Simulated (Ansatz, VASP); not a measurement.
# Two plane-wave programs on Pd

```
Pd
1.0
     0.00000    1.94650    1.94650
     1.94650    0.00000    1.94650
     1.94650    1.94650    0.00000
Pd
1
Direct
  0.00000 0.00000 0.00000
```

Alike in both runs: functional r2SCAN; k mesh 12 × 12 × 12; occupations fermi-dirac, width 0.05 eV; no spin polarisation.

|  | VASP | Ansatz |
| --- | --- | --- |
| version | VASP 6.6.1 | Ansatz 0.2.0 |
| potentials or method | VASP PAW PBE potentials, release 64 (Pd) | Ansatz PAW |
| plane-wave cutoff (eV) | 520 | 500 |
| valence electrons in the cell | 10 | 18 |
| task | single point | band structure |

Ansatz gave:

```
gap on the k mesh at the Fermi level (eV) : none
pressure (GPa)                            : 2.1
```

**Question.** Which values does VASP return?

**Answer.** gap on the k mesh at the Fermi level (eV): none; pressure (GPa): 2.8.

VASP's potentials were made for PBE, not for r2SCAN. A gap of «none» marks a metal or a gap that the smearing closes. With one functional, cell and mesh, what is left measures potentials, basis and numerics. VASP's potentials hold 10 valence electrons a cell and Ansatz's 18, so a difference there can come from the potentials and not from the codes.
